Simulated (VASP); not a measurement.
# La (P6_3/mmc) in VASP: electric field gradients with r2SCAN

Aim: the electric field gradients of La with r2SCAN.

Program: VASP 6.6.1. These are calculated values, not measurements. Logs are shortened: lines on timing, memory, paths and dates and some standing lists are left out, and cuts for length are marked.

**1. The cell of the first run**

The structure is hexagonal, space group P6_3/mmc (No. 194). The conventional cell has a = 3.796 Å, b = 3.796 Å, c = 12.041 Å, α = 90.00°, β = 90.00°, γ = 120.00°. Within 4.9 Å of La (site symmetry -3m) lie 12 La at 3.72 to 3.80 Å. La (site symmetry -6m2) has 12 La at 3.72 to 3.80 Å within 4.9 Å.

**2. Electric field gradients, r2SCAN**

POSCAR reads:

```
La
1.0
    3.7963114957      0.0000000000      0.0000000000
   -1.8981557479      3.2877021960      0.0000000000
    0.0000000000      0.0000000000     12.0412575300
La
4
Direct
    0.0000000000      0.0000000000      0.0000000000
    0.0000000000      0.0000000000      0.5000000000
    0.3333333333      0.6666666667      0.2500000000
    0.6666666667      0.3333333333      0.7500000000
```

INCAR.step1 reads:

```
SYSTEM = La
  ALGO = Normal
  EDIFF = 1E-4
  ENCUT = 520
  GGA = PE
  ISMEAR = -1
  LASPH = .TRUE.
  LCHARG = .FALSE.
  LREAL = .FALSE.
  LWAVE = .TRUE.
  NBANDS = 30
  NELM = 100
  PREC = Accurate
  SIGMA = 0.03
```

INCAR.step2 reads:

```
SYSTEM = La
  ALGO = Normal
  EDIFF = 1E-8
  ENCUT = 520
  ISIF = 2
  ISMEAR = -1
  ISTART = 1
  LASPH = .TRUE.
  LCHARG = .FALSE.
  LEFG = .TRUE.
  LMIXTAU = .TRUE.
  LREAL = .FALSE.
  LWAVE = .FALSE.
  METAGGA = R2SCAN
  NBANDS = 30
  NELM = 100
  PREC = Accurate
  SIGMA = 0.03
```

KPOINTS reads:

```
k-points
0
G
  11 11 3
  0 0 0
```

Potentials or basis: VASP PAW PBE potentials, release 64 (La).

Launch:

```bash
$ cat potpaw_PBE.64/La/POTCAR > POTCAR
$ cp INCAR.step1 INCAR
$ mpirun -np 1 vasp_std > vasp.out
$ cp INCAR.step2 INCAR
$ mpirun -np 1 vasp_std > vasp.out
```

OUTCAR:

```text
SYSTEM = La
   EDIFF = 1E-8
   ENCUT = 520
   ISIF = 2
   ISMEAR = -1
   ISTART = 1
   LASPH = .TRUE.
   LREAL = .FALSE.
   METAGGA = R2SCAN
   NELM = 100
   PREC = Accurate

 ion  position               nearest neighbor table
   1  0.000  0.000  0.000-
   2  0.000  0.000  0.500-
   3  0.333  0.667  0.250-
   4  0.667  0.333  0.750-

  LATTYP: Found a hexagonal cell.
 ALAT       =     3.7963114957
 C/A-ratio  =     3.1718307477

  Lattice vectors:

 A1 = (   3.7963114957,   0.0000000000,   0.0000000000)
 A2 = (  -1.8981557479,   3.2877021960,   0.0000000000)
 A3 = (   0.0000000000,   0.0000000000,  12.0412575300)

Analysis of symmetry for initial positions (statically):
=====================================================================
 Subroutine PRICEL returns:
 Original cell was already a primitive cell.

 Routine SETGRP: Setting up the symmetry group for a
 hexagonal supercell.

 Subroutine GETGRP returns: Found 24 space group operations
 (whereof 12 operations were pure point group operations)
 out of a pool of 24 trial point group operations.

The static configuration has the point symmetry D_3d.
 The point group associated with its full space group is D_6h.

Analysis of symmetry for dynamics (positions and initial velocities):
=====================================================================
 Subroutine PRICEL returns:
 Original cell was already a primitive cell.

 Routine SETGRP: Setting up the symmetry group for a
 hexagonal supercell.

 Subroutine GETGRP returns: Found 24 space group operations
 (whereof 12 operations were pure point group operations)
 out of a pool of 24 trial point group operations.

The dynamic configuration has the point symmetry D_3d.
 The point group associated with its full space group is D_6h.

 Subroutine INISYM returns: Found 24 space group operations
 (whereof 12 operations are pure point group operations),
 and found     1 'primitive' translations

----------------------------------------------------------------------------------------

                                     Primitive cell

  volume of cell :     150.2886

  direct lattice vectors                    reciprocal lattice vectors
     3.796311496  0.000000000  0.000000000     0.263413580  0.152081901  0.000000000
    -1.898155748  3.287702196  0.000000000     0.000000000  0.304163802  0.000000000
     0.000000000  0.000000000 12.041257530     0.000000000  0.000000000  0.083047804

  length of vectors
     3.796311496  3.796311496 12.041257530     0.304163802  0.304163802  0.083047804

  position of ions in fractional coordinates (direct lattice)
     0.000000000  0.000000000  0.000000000
     0.000000000  0.000000000  0.500000000
     0.333333333  0.666666667  0.250000000
     0.666666667  0.333333333  0.750000000

  ion indices of the primitive-cell ions
   primitive index   ion index
                 1           1
                 2           2
                 3           3
                 4           4

----------------------------------------------------------------------------------------

 KPOINTS: k-points

Automatic generation of k-mesh.
 Grid dimensions read from file:
 generate k-points for:   11   11    3

 Generating k-lattice:

  Cartesian coordinates                     Fractional coordinates (reciprocal lattice)
     0.023946689  0.013825627  0.000000000     0.090909091  0.000000000  0.000000000
     0.000000000  0.027651255  0.000000000     0.000000000  0.090909091  0.000000000
     0.000000000  0.000000000  0.027682601     0.000000000  0.000000000  0.333333333

  Length of vectors
     0.027651255  0.027651255  0.027682601

  Shift w.r.t. Gamma in fractional coordinates (k-lattice)
     0.000000000  0.000000000  0.000000000

 Subroutine IBZKPT returns following result:
 ===========================================

 Found     32 irreducible k-points:

 Following reciprocal coordinates:
            Coordinates               Weight
  0.000000  0.000000  0.000000      1.000000
  0.090909 -0.000000  0.000000      6.000000
  0.181818 -0.000000  0.000000      6.000000
  0.272727 -0.000000  0.000000      6.000000
  0.363636 -0.000000  0.000000      6.000000
  0.454545 -0.000000  0.000000      6.000000
[... 16 lines left out ...]
  0.090909  0.090909  0.333333     12.000000
  0.181818  0.090909  0.333333     24.000000
 [... further k-points ...]
   k-points           NKPTS =     32   k-points in BZ     NKDIM =     32   number of bands    NBANDS=     30
   number of dos      NEDOS =    301   number of ions     NIONS =      4
   total plane-waves  NPLWV =  70560
   dimension x,y,z NGX =    28 NGY =   28 NGZ =   90
   dimension x,y,z NGXF=    56 NGYF=   56 NGZF=  180
   ions per type =               4
   NGX,Y,Z   is equivalent  to a cutoff of  12.26, 12.26, 12.43 a.u.
   NGXF,Y,Z  is equivalent  to a cutoff of  24.52, 24.52, 24.85 a.u.
 SYSTEM =  La
   PREC   = accura    normal or accurate (medium, high low for compatibility)
   ISTART =      1    job   : 0-new  1-cont  2-samecut
   ICHARG =      0    charge: 1-file 2-atom 10-const
   ISPIN  =      1    spin polarized calculation?
   LNONCOLLINEAR =      F non collinear calculations
   LSORBIT =      F    spin-orbit coupling
   LASPH  =      T    aspherical Exc in radial PAW
   ENCUT  =  520.0 eV  38.22 Ry    6.18 a.u.   7.06  7.06 22.39*2*pi/ulx,y,z
   NELM   =    100;   NELMIN=  2; NELMDL=  0     # of ELM steps
   EDIFF  = 0.1E-07   stopping-criterion for ELM
   LREAL  =      F    real-space projection
   EDIFFG = 0.1E-06   stopping-criterion for IOM
   NSW    =      0    number of steps for IOM
   IBRION =     -1    ionic relax: 0-MD 1-quasi-New 2-CG
   NFREE  =      0    steps in history (QN), initial steepest desc. (CG)
   ISIF   =      2    stress and relaxation
   ISYM   =      2    0-nonsym 1-usesym 2-fastsym
   POTIM  = 0.5000    time-step for ionic-motion
   TEBEG  =    0.0;   TEEND  =   0.0 temperature during run
   PSTRESS=    0.0 pullay stress
   NELECT =      44.0000    total number of electrons
   NUPDOWN=      -1.0000    fix difference up-down
   EMIN   =  10.00;   EMAX   =-10.00  energy-range for DOS
   EFERMI =   0.00;   METHOD = LEGACY
   ISMEAR =    -1;   SIGMA  =   0.03  broadening in eV -4-tet -1-fermi 0-gaus
   EFERMI_NEDOS =   21; number of points for ismear=-14 and -15
   IALGO  =     38    algorithm
   IMIX   =      4    mixing-type and parameters
     AMIX     =   0.40;   BMIX     =  1.00
     AMIX_MAG =   1.60;   BMIX_MAG =  1.00
  volume/ion in A,a.u.               =      37.57       253.55
  Fermi-wavevector in a.u.,A,eV,Ry     =   1.087052  2.054231 16.077762  1.181682
  Thomas-Fermi vector in A             =   2.223203
   LORBIT       =      0    0 simple, 1 ext, 2 COOP (PROOUT), +10 PAW based schemes
   METAGGA = R2SCAN    functional components
   LHFCALC =     F    Hartree Fock is set to
   AEXX    =    0.0000 exact exchange contribution
   IVDW    =     0    specifies the selected vdW correction
   LEPSILON=     F    determine dielectric tensor
   LRPA    =     F    only Hartree local field effects (RPA)
 non-spin polarized calculation
  energy-cutoff  :      520.00
  volume of cell :      150.29
 maximum number of plane-waves:      4068
   NGX = 15   NGY = 15   NGZ = 45

 number of electron      43.9999997 magnetization

 Free energy of the ion-electron system (eV)
  ---------------------------------------------------
  ext. energy  EPLUGINS =         0.00000000
  ---------------------------------------------------
  free energy    TOTEN  =      -118.98184157 eV

  energy without entropy =     -118.96582691  energy(sigma->0) =     -118.97383424

 E-fermi :   7.8607     XC(G=0): -10.1641

 val. band max:        7.8422064106   @ k =   0.3636   0.1818   0.0000
 cond. band min:       7.8672746835   @ k =   0.2727   0.1818   0.3333
 fundamental gap:      0.0250682729
 Fermi energy:         7.8606831338

 k-point     1 :       0.0000    0.0000    0.0000
  band No.  band energies     occupation
      1     -26.2351      2.00000
      2     -26.1324      2.00000
      3     -26.1147      2.00000
      4     -26.0081      2.00000
      5     -10.1974      2.00000
      6      -9.5152      2.00000
[... 22 lines left out ...]
     29       9.4983      0.00000
     30       9.5049      0.00000

 k-point     2 :       0.0909   -0.0000    0.0000
  band No.  band energies     occupation
      1     -26.2218      2.00000
      2     -26.1229      2.00000
      3     -26.1052      2.00000
      4     -26.0026      2.00000
      5     -10.1621      2.00000
      6      -9.5296      2.00000
[... 22 lines left out ...]
     29       9.5867      0.00000
     30       9.6142      0.00000

 k-point     3 :       0.1818   -0.0000    0.0000
  band No.  band energies     occupation
      1     -26.1851      2.00000
      2     -26.0972      2.00000
      3     -26.0795      2.00000
      4     -25.9887      2.00000
      5     -10.0623      2.00000
      6      -9.6012      2.00000
[... 22 lines left out ...]
     29       9.5630      0.00000
     30       9.6273      0.00000

 k-point     4 :       0.2727   -0.0000    0.0000
  band No.  band energies     occupation
      1     -26.1339      2.00000
      2     -26.0632      2.00000
      3     -26.0455      2.00000
      4     -25.9730      2.00000
      5      -9.9283      2.00000
      6      -9.7732      2.00000
[... 616 lines left out ...]
     29       9.5698      0.00000
     30       9.8396      0.00000

 k-point    23 :       0.0909    0.0909    0.3333
  band No.  band energies     occupation
      1     -26.1837      2.00000
      2     -26.1476      2.00000
      3     -26.0445      2.00000
      4     -26.0069      2.00000
      5     -10.0251      2.00000
      6      -9.8336      2.00000
[... 22 lines left out ...]
     29       9.5443      0.00000
     30       9.5849      0.00000

 k-point    24 :       0.1818    0.0909    0.3333
  band No.  band energies     occupation
      1     -26.1415      2.00000
      2     -26.1106      2.00000
      3     -26.0220      2.00000
      4     -25.9900      2.00000
      5      -9.9355      2.00000
      6      -9.8338      2.00000
[... 22 lines left out ...]
     29       9.5697      0.00000
     30       9.6885      0.00000

 [... further k-points ...]
[... 5 lines left out ...]
  --------------------------------------------------------------------------------------
  -------------------------------------------------------------------------------------
  Total       -0.1405759     -0.1405759      0.0044199      0.0000000      0.0000000     -0.0000000
  in kB       -1.4986327     -1.4986327      0.0471195      0.0000000      0.0000000     -0.0000000
  external PRESSURE =      -0.9833819 kB  Pullay stress =       0.0000000 kB

 VOLUME and BASIS-vectors are now :
 -----------------------------------------------------------------------------
  energy-cutoff  :      520.00
  volume of cell :      150.29
      direct lattice vectors                 reciprocal lattice vectors
     3.796311496  0.000000000  0.000000000     0.263413580  0.152081901  0.000000000
    -1.898155748  3.287702196  0.000000000     0.000000000  0.304163802  0.000000000
     0.000000000  0.000000000 12.041257530     0.000000000  0.000000000  0.083047804

 POSITION                                       TOTAL-FORCE (eV/Angst)
 -----------------------------------------------------------------------------------
      0.00000      0.00000      0.00000        -0.000000      0.000000      0.000000
      0.00000      0.00000      6.02063        -0.000000      0.000000      0.000000
     -0.00000      2.19180      3.01031        -0.000000      0.000000     -0.000000
      1.89816      1.09590      9.03094         0.000000     -0.000000     -0.000000
 -----------------------------------------------------------------------------------
    total drift:                                0.000000      0.000000      0.000000

  FREE ENERGIE OF THE ION-ELECTRON SYSTEM (eV)
  ---------------------------------------------------
  free  energy   TOTEN  =      -118.9818415731 eV

  energy  without entropy=     -118.9658269132  energy(sigma->0) =     -118.97383424

 Electric field gradients (V/A^2)
---------------------------------------------------------------------
 ion       V_xx      V_yy      V_zz      V_xy      V_xz      V_yz
---------------------------------------------------------------------
   1     -15.658   -15.658    31.316     0.000     0.000    -0.000
   2     -15.658   -15.658    31.316     0.000    -0.000     0.000
   3     -19.513   -19.513    39.026     0.000     0.000     0.000
   4     -19.513   -19.513    39.026     0.000     0.000     0.000
---------------------------------------------------------------------

 Electric field gradients after diagonalization (V/A^2)
 (convention: |V_zz| > |V_xx| > |V_yy|)
----------------------------------------------------------------------
 ion       V_xx      V_yy      V_zz     asymmetry (V_yy - V_xx)/ V_zz
----------------------------------------------------------------------
   1     -15.658   -15.658    31.316       0.000
   2     -15.658   -15.658    31.316       0.000
   3     -19.514   -19.512    39.026       0.000
   4     -19.514   -19.512    39.026       0.000
----------------------------------------------------------------------

           NMR quadrupolar parameters

 Cq : quadrupolar parameter    Cq=e*Q*V_zz/h
 eta: asymmetry parameters     (V_yy - V_xx)/ V_zz
 Q  : nuclear electric quadrupole moment in mb (millibarn)
----------------------------------------------------------------------
 ion       Cq(MHz)       eta       Q (mb)
----------------------------------------------------------------------
   1       0.076       0.000       1.000
   2       0.076       0.000       1.000
   3       0.094       0.000       1.000
   4       0.094       0.000       1.000
----------------------------------------------------------------------
```

Wall time 18 min (1 thread of Intel Xeon Platinum 8488C (Sapphire Rapids), shared host); peak memory 0.35 GiB.

What came out:

```
Free energy                             : -118.9818 eV
Pressure                                : -0.1 GPa
Band gap on the k mesh                  : zero (bands 22 and 23 overlap by 1.26 eV)
Largest electric field gradient by atom : La +31.3, +39.0 (each value once) V/Å²
```

Stress tensor (GPa, compression positive):
```
-0.15  0.00  0.00
 0.00 -0.15  0.00
 0.00  0.00  0.00
```

Electric field gradients, principal values (V/Å²):
```
atom    least   middle  greatest (by size)
1 La  -15.658  -15.658              31.316
2 La  -15.658  -15.658              31.316
3 La  -19.512  -19.514              39.026
4 La  -19.512  -19.514              39.026
```

Caveat: without QUAD_EFG the Cq values of the log hold for a quadrupole moment of 1 mb, not for the nuclei; the PAW data sets were made with another functional, which shifts forces and pressure a little; spin-orbit coupling is left out, which moves the levels of the heavy elements.

The gap in the log of VASP goes by the Fermi energy; the results here count the filled bands.